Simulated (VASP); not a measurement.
# ScSbTe (I4/mmm) in VASP: single point with r2SCAN

Aim: the single point of ScSbTe with r2SCAN.

Everything below comes from runs of VASP 6.6.1. Logs are shortened: lines on timing, memory, paths and dates and some standing lists are left out, and cuts for length are marked.

**1. The cell of the first run**

It takes space group I4/mmm (No. 139, tetragonal). Conventional cell: a = 4.153 Å, b = 4.153 Å, c = 17.935 Å, α = 90.00°, β = 90.00°, γ = 90.00°. Sb (site symmetry mmm) has 8 Sb at 2.94 to 4.15 Å and 4 Sc at 3.27 Å and 4 Te at 3.98 Å within 4.2 Å. Te (site symmetry 4mm) has 5 Sc at 3.05 to 3.06 Å and 8 Te at 3.65 to 4.15 Å and 4 Sb at 3.98 Å within 4.2 Å. Within 4.2 Å of Sc (site symmetry 4mm) lie 5 Te at 3.05 to 3.06 Å and 4 Sb at 3.27 Å and 4 Sc at 4.15 Å.

**2. Single point, r2SCAN**

Contents of POSCAR:

```
ScSbTe
1.0
    0.0000000000      4.1532162119      0.0000000000
    4.1532162119      0.0000000000      0.0000000000
    2.0766081060      2.0766081060     -8.9675746845
Sb Te Sc
2 2 2
Direct
    0.5000000000      0.0000000000      0.0000000000
    0.0000000000      0.5000000000      0.0000000000
    0.3105440889      0.3105440889      0.3789118221
    0.6894559111      0.6894559111      0.6210881779
    0.1407414806      0.1407414806      0.7185170387
    0.8592585194      0.8592585194      0.2814829613
```

Contents of INCAR.step1:

```
  PREC = Accurate
  ENCUT = 520
  ISMEAR = -1
  SIGMA = 0.1
  LREAL = F
  LASPH = T
  NELM = 80
  NBANDS = 31
  GGA = PE
  ALGO = Normal
  EDIFF = 1E-4
  LWAVE = T
  LCHARG = F
```

Contents of INCAR.step2:

```
  PREC = Accurate
  ENCUT = 520
  EDIFF = 1E-7
  ISMEAR = -1
  SIGMA = 0.1
  LREAL = F
  LASPH = T
  NELM = 80
  ALGO = Normal
  ISIF = 2
  LWAVE = F
  LCHARG = T
  METAGGA = R2SCAN
  LMIXTAU = T
  LELF = T
  LVHAR = T
  NBANDS = 31
  ISTART = 1
```

Contents of KPOINTS:

```
Automatic mesh
0
Gamma
  7 7 7
```

Potentials or basis: VASP PAW PBE potentials, release 64 (Sb, Te, Sc_sv).

Started as:

```sh
$ cat potpaw_PBE.64/Sb/POTCAR potpaw_PBE.64/Te/POTCAR potpaw_PBE.64/Sc_sv/POTCAR > POTCAR
$ cp INCAR.step1 INCAR
$ mpirun -np 1 vasp_std > vasp.out
$ cp INCAR.step2 INCAR
$ mpirun -np 1 vasp_std > vasp.out
```

OUTCAR:

```text
PREC = Accurate
   ENCUT = 520
   EDIFF = 1E-7
   ISMEAR = -1
   LREAL = F
   LASPH = T
   NELM = 80
   ISIF = 2
   METAGGA = R2SCAN
   ISTART = 1

 ion  position               nearest neighbor table
   1  0.500  0.000  0.000-   2 2.94   2 2.94   2 2.94   2 2.94   6 3.27   5 3.27   5 3.27   6 3.27

   2  0.000  0.500  0.000-   1 2.94   1 2.94   1 2.94   1 2.94   5 3.27   6 3.27   5 3.27   6 3.27

   3  0.311  0.311  0.379-   5 3.05   6 3.06   6 3.06   6 3.06   6 3.06   4 3.65   4 3.65   4 3.65
                             4 3.65
   4  0.689  0.689  0.621-   6 3.05   5 3.06   5 3.06   5 3.06   5 3.06   3 3.65   3 3.65   3 3.65
                             3 3.65
   5  0.141  0.141  0.719-   3 3.05   4 3.06   4 3.06   4 3.06   4 3.06   2 3.27   1 3.27   1 3.27
                             2 3.27
   6  0.859  0.859  0.281-   4 3.05   3 3.06   3 3.06   3 3.06   3 3.06   2 3.27   1 3.27   2 3.27
                             1 3.27

  LATTYP: Found a body centered tetragonal cell.
 ALAT       =     4.1532162119
 C/A-ratio  =     4.3183760377

  Lattice vectors:

 A1 = (  -2.0766081060,   2.0766081059,   8.9675746845)
 A2 = (   2.0766081059,  -2.0766081060,   8.9675746845)
 A3 = (   2.0766081060,   2.0766081060,  -8.9675746845)

Analysis of symmetry for initial positions (statically):
=====================================================================
 Subroutine PRICEL returns:
 Original cell was already a primitive cell.

 Routine SETGRP: Setting up the symmetry group for a
 body centered tetragonal supercell.

 Subroutine GETGRP returns: Found 16 space group operations
 (whereof 16 operations were pure point group operations)
 out of a pool of 16 trial point group operations.

The static configuration has the point symmetry D_4h.

Analysis of symmetry for dynamics (positions and initial velocities):
=====================================================================
 Subroutine PRICEL returns:
 Original cell was already a primitive cell.

 Routine SETGRP: Setting up the symmetry group for a
 body centered tetragonal supercell.

 Subroutine GETGRP returns: Found 16 space group operations
 (whereof 16 operations were pure point group operations)
 out of a pool of 16 trial point group operations.

The dynamic configuration has the point symmetry D_4h.

 Subroutine INISYM returns: Found 16 space group operations
 (whereof 16 operations are pure point group operations),
 and found     1 'primitive' translations

----------------------------------------------------------------------------------------

                                     Primitive cell

  volume of cell :     154.6835

  direct lattice vectors                    reciprocal lattice vectors
     0.000000000  4.153216212  0.000000000     0.000000000  0.240777255  0.055756436
     4.153216212  0.000000000  0.000000000     0.240777255  0.000000000  0.055756436
     2.076608106  2.076608106 -8.967574685     0.000000000  0.000000000 -0.111512871

  length of vectors
     4.153216212  4.153216212  9.436206768     0.247148673  0.247148673  0.111512871

  position of ions in fractional coordinates (direct lattice)
     0.500000000  0.000000000  0.000000000
     0.000000000  0.500000000  0.000000000
     0.310544089  0.310544089  0.378911822
     0.689455911  0.689455911  0.621088178
     0.140741481  0.140741481  0.718517039
     0.859258519  0.859258519  0.281482961

  ion indices of the primitive-cell ions
   primitive index   ion index
                 1           1
                 2           2
                 3           3
                 4           4
                 5           5
                 6           6

----------------------------------------------------------------------------------------

 KPOINTS: Automatic mesh

Automatic generation of k-mesh.
 Grid dimensions read from file:
 generate k-points for:    7    7    7

 Generating k-lattice:

  Cartesian coordinates                     Fractional coordinates (reciprocal lattice)
     0.000000000  0.034396751  0.007965205     0.142857143  0.000000000  0.000000000
     0.034396751  0.000000000  0.007965205     0.000000000  0.142857143  0.000000000
     0.000000000  0.000000000 -0.015930410     0.000000000  0.000000000  0.142857143

  Length of vectors
     0.035306953  0.035306953  0.015930410

  Shift w.r.t. Gamma in fractional coordinates (k-lattice)
     0.000000000  0.000000000  0.000000000

 Subroutine IBZKPT returns following result:
 ===========================================

 Found     40 irreducible k-points:

 Following reciprocal coordinates:
            Coordinates               Weight
  0.000000  0.000000  0.000000      1.000000
  0.142857  0.000000  0.000000      8.000000
  0.285714  0.000000 -0.000000      8.000000
  0.428571  0.000000  0.000000      8.000000
  0.142857  0.142857  0.000000      8.000000
  0.285714  0.142857 -0.000000     16.000000
[... 16 lines left out ...]
  0.285714  0.285714  0.142857      8.000000
  0.428571  0.285714  0.142857     16.000000
 [... further k-points ...]
   k-points           NKPTS =     40   k-points in BZ     NKDIM =     40   number of bands    NBANDS=     31
   number of dos      NEDOS =    301   number of ions     NIONS =      6
   total plane-waves  NPLWV =  71680
   dimension x,y,z NGX =    32 NGY =   32 NGZ =   70
   dimension x,y,z NGXF=    64 NGYF=   64 NGZF=  140
   ions per type =               2   2   2
   NGX,Y,Z   is equivalent  to a cutoff of  12.81, 12.81, 12.33 a.u.
   NGXF,Y,Z  is equivalent  to a cutoff of  25.62, 25.62, 24.67 a.u.
 SYSTEM =  unknown system
   PREC   = accura    normal or accurate (medium, high low for compatibility)
   ISTART =      1    job   : 0-new  1-cont  2-samecut
   ICHARG =      0    charge: 1-file 2-atom 10-const
   ISPIN  =      1    spin polarized calculation?
   LNONCOLLINEAR =      F non collinear calculations
   LSORBIT =      F    spin-orbit coupling
   LASPH  =      T    aspherical Exc in radial PAW
   ENCUT  =  520.0 eV  38.22 Ry    6.18 a.u.   7.72  7.72 17.55*2*pi/ulx,y,z
   NELM   =     80;   NELMIN=  2; NELMDL=  0     # of ELM steps
   EDIFF  = 0.1E-06   stopping-criterion for ELM
   LREAL  =      F    real-space projection
   EDIFFG = 0.1E-05   stopping-criterion for IOM
   NSW    =      0    number of steps for IOM
   IBRION =     -1    ionic relax: 0-MD 1-quasi-New 2-CG
   NFREE  =      0    steps in history (QN), initial steepest desc. (CG)
   ISIF   =      2    stress and relaxation
   ISYM   =      2    0-nonsym 1-usesym 2-fastsym
   POTIM  = 0.5000    time-step for ionic-motion
   TEBEG  =    0.0;   TEEND  =   0.0 temperature during run
   PSTRESS=    0.0 pullay stress
   NELECT =      44.0000    total number of electrons
   NUPDOWN=      -1.0000    fix difference up-down
   EMIN   =  10.00;   EMAX   =-10.00  energy-range for DOS
   EFERMI =   0.00;   METHOD = LEGACY
   ISMEAR =    -1;   SIGMA  =   0.10  broadening in eV -4-tet -1-fermi 0-gaus
   EFERMI_NEDOS =   21; number of points for ismear=-14 and -15
   IALGO  =     38    algorithm
   IMIX   =      4    mixing-type and parameters
     AMIX     =   0.40;   BMIX     =  1.00
     AMIX_MAG =   1.60;   BMIX_MAG =  1.00
  volume/ion in A,a.u.               =      25.78       173.98
  Fermi-wavevector in a.u.,A,eV,Ry     =   1.076658  2.034588 15.771765  1.159192
  Thomas-Fermi vector in A             =   2.212548
   LORBIT       =      0    0 simple, 1 ext, 2 COOP (PROOUT), +10 PAW based schemes
   METAGGA = R2SCAN    functional components
   LHFCALC =     F    Hartree Fock is set to
   AEXX    =    0.0000 exact exchange contribution
   IVDW    =     0    specifies the selected vdW correction
   LEPSILON=     F    determine dielectric tensor
   LRPA    =     F    only Hartree local field effects (RPA)
 non-spin polarized calculation
  energy-cutoff  :      520.00
  volume of cell :      154.68
 maximum number of plane-waves:      4184
   NGX = 15   NGY = 15   NGZ = 35

 number of electron      44.0000005 magnetization

 Free energy of the ion-electron system (eV)
  ---------------------------------------------------
  ext. energy  EPLUGINS =         0.00000000
  ---------------------------------------------------
  free energy    TOTEN  =      -130.63057876 eV

  energy without entropy =     -130.57693240  energy(sigma->0) =     -130.60375558

 E-fermi :   7.1151     XC(G=0): -10.6129

 val. band max:        7.1149181422   @ k =   0.4286   0.0000   0.0000
 cond. band min:       7.1445821977   @ k =  -0.4286   0.0000   0.1429
 fundamental gap:      0.0296640554
 Fermi energy:         7.1151017477

 k-point     1 :       0.0000    0.0000    0.0000
  band No.  band energies     occupation
      1     -45.4060      2.00000
      2     -45.4057      2.00000
      3     -23.0438      2.00000
      4     -23.0401      2.00000
      5     -23.0401      2.00000
      6     -23.0395      2.00000
[... 23 lines left out ...]
     30       9.2371      0.00000
     31       9.2372      0.00000

 k-point     2 :       0.1429    0.0000    0.0000
  band No.  band energies     occupation
      1     -45.4058      2.00000
      2     -45.4056      2.00000
      3     -23.0442      2.00000
      4     -23.0438      2.00000
      5     -23.0421      2.00000
      6     -23.0396      2.00000
[... 23 lines left out ...]
     30       9.2706      0.00000
     31       9.6782      0.00000

 k-point     3 :       0.2857    0.0000   -0.0000
  band No.  band energies     occupation
      1     -45.4054      2.00000
      2     -45.4053      2.00000
      3     -23.0521      2.00000
      4     -23.0518      2.00000
      5     -23.0410      2.00000
      6     -23.0384      2.00000
[... 23 lines left out ...]
     30       9.4659      0.00000
     31       9.7924      0.00000

 k-point     4 :       0.4286    0.0000    0.0000
  band No.  band energies     occupation
      1     -45.4051      2.00000
      2     -45.4051      2.00000
      3     -23.0587      2.00000
      4     -23.0585      2.00000
      5     -23.0392      2.00000
      6     -23.0374      2.00000
[... 23 lines left out ...]
     30       9.3093      0.00000
     31       9.7526      0.00000

 k-point     5 :       0.1429    0.1429    0.0000
  band No.  band energies     occupation
      1     -45.4056      2.00000
      2     -45.4055      2.00000
      3     -23.0440      2.00000
      4     -23.0434      2.00000
      5     -23.0432      2.00000
      6     -23.0424      2.00000
[... 23 lines left out ...]
     30       9.2973      0.00000
     31       9.4469      0.00000
[... 542 lines left out ...]
     30       9.7498      0.00000
     31       9.9448      0.00000

 k-point    22 :      -0.1429    0.0000    0.1429
  band No.  band energies     occupation
      1     -45.4058      2.00000
      2     -45.4056      2.00000
      3     -23.0440      2.00000
      4     -23.0438      2.00000
      5     -23.0418      2.00000
      6     -23.0397      2.00000
[... 23 lines left out ...]
     30       9.3435      0.00000
     31       9.8762      0.00000

 k-point    23 :       0.2857    0.2857    0.1429
  band No.  band energies     occupation
      1     -45.4049      2.00000
      2     -45.4048      2.00000
      3     -23.0506      2.00000
      4     -23.0499      2.00000
      5     -23.0498      2.00000
      6     -23.0489      2.00000
[... 23 lines left out ...]
     30       9.7983      0.00000
     31      10.0025      0.00000

 k-point    24 :       0.4286    0.2857    0.1429
  band No.  band energies     occupation
      1     -45.4047      2.00000
      2     -45.4046      2.00000
      3     -23.0563      2.00000
      4     -23.0561      2.00000
      5     -23.0486      2.00000
      6     -23.0484      2.00000
[... 23 lines left out ...]
     30       9.7872      0.00000
     31      10.3771      0.00000

 [... further k-points ...]
[... 5 lines left out ...]
  --------------------------------------------------------------------------------------
  -------------------------------------------------------------------------------------
  Total        0.2305724      0.2305724      0.1970905      0.0000000     -0.0000000     -0.0000000
  in kB        2.3882171      2.3882171      2.0414195      0.0000000     -0.0000000     -0.0000000
  external PRESSURE =       2.2726179 kB  Pullay stress =       0.0000000 kB

 VOLUME and BASIS-vectors are now :
 -----------------------------------------------------------------------------
  energy-cutoff  :      520.00
  volume of cell :      154.68
      direct lattice vectors                 reciprocal lattice vectors
     0.000000000  4.153216212  0.000000000     0.000000000  0.240777255  0.055756436
     4.153216212  0.000000000  0.000000000     0.240777255  0.000000000  0.055756436
     2.076608106  2.076608106 -8.967574685     0.000000000  0.000000000 -0.111512871

 POSITION                                       TOTAL-FORCE (eV/Angst)
 -----------------------------------------------------------------------------------
      0.00000      2.07661      0.00000        -0.000000     -0.000000      0.000000
      2.07661      0.00000      0.00000         0.000000      0.000000      0.000000
      2.07661      2.07661     -3.39792        -0.000000     -0.000000      0.000489
      4.15322      4.15322     -5.56965         0.000000      0.000000     -0.000489
      2.07661      2.07661     -6.44336        -0.000000     -0.000000      0.000349
      4.15322      4.15322     -2.52422         0.000000      0.000000     -0.000349
 -----------------------------------------------------------------------------------
    total drift:                               -0.000000     -0.000000      0.000000

  FREE ENERGIE OF THE ION-ELECTRON SYSTEM (eV)
  ---------------------------------------------------
  free  energy   TOTEN  =      -130.6305787556 eV

  energy  without entropy=     -130.5769324033  energy(sigma->0) =     -130.60375558
```

Wall time 20 min (1 thread of Intel Xeon 8259CL, shared host); peak memory 0.41 GiB.

What came out:

```
Free energy            : -130.6306 eV
Pressure               : 0.2 GPa
Band gap on the k mesh : 0.07 eV (least direct gap 0.15 eV)
```

Caveat: the smearing spreads over this small gap; semilocal functionals underestimate gaps, and a narrow one can read as zero; the PAW data sets were made with another functional, which shifts forces and pressure a little; spin-orbit coupling is left out, which moves the levels of the heavy elements. A k mesh can miss the band edges.

The gap in the log of VASP goes by the Fermi energy; the results here count the filled bands.